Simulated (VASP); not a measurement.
SiW2:

```
CELL_PARAMETERS angstrom
4.12379 0.00000 0.00000
-2.06189 3.57130 0.00000
0.00000 0.00000 3.69290
ATOMIC_POSITIONS crystal
Si 0.00000 0.00000 0.00000
W 0.33333 0.66667 0.50000
W 0.66667 0.33333 0.50000
```

The cell was built from a structure type or drawn by symmetry, and may not be a known phase.

| Property | Result |
| --- | --- |
| Program | VASP 6.6.1 |
| Task | relaxation of cell and atoms |
| Functional | PBE |
| Potentials or basis | VASP PAW PBE potentials, release 64 (Si, W_sv) |
| Cutoff | 600 eV |
| k mesh | 6 × 6 × 6 |
| Occupations | gaussian, width 0.1 eV |
| Spin | no spin polarisation |

At the start: pressure 6.0 GPa; volume 18.13 Å³/atom.

Where does the relaxation end?

Over 11 steps the energy falls by 715.7 meV/atom and the volume is 15.77 Å³/atom (-13.0 %); space group P6/mmm (No. 191, to 0.1 Å) before and after.

The path:
```
step  energy change (eV)  largest force (eV/Å)  pressure (GPa)  volume (Å³)
   1              0.0000                0.0000            6.01        54.39
   2             -0.6782                0.0000          -21.50        59.22
   3             -0.6902                0.0000          -18.12        58.45
   4             -1.3116                0.0000          -17.99        55.27
   5             -0.3156                0.0000           38.37        43.95
   6             -1.5760                0.0000          -16.71        53.61
   7             -2.0995                0.0000           -6.29        49.02
   8             -2.1444                0.0000           -1.50        47.72
   9             -2.1445                0.0000           -1.23        47.66
  10             -2.1468                0.0000           -0.29        47.44
  11             -2.1471                0.0000            0.20        47.32
```

Final structure:
```yaml
crystal:
  lattice:
    - [4.55726, 0.00000, 0.00000]
    - [-2.27863, 3.94670, 0.00000]
    - [0.00000, 0.00000, 2.63115]
  atoms:
    - { symbol: Si, position: [0.00000, 0.00000, 0.00000] }
    - { symbol: W, position: [0.33333, 0.66667, 0.50000] }
    - { symbol: W, position: [0.66667, 0.33333, 0.50000] }
```

Caveat: a cell axis changed by over 15 % at a fixed basis, so the end point is rough.
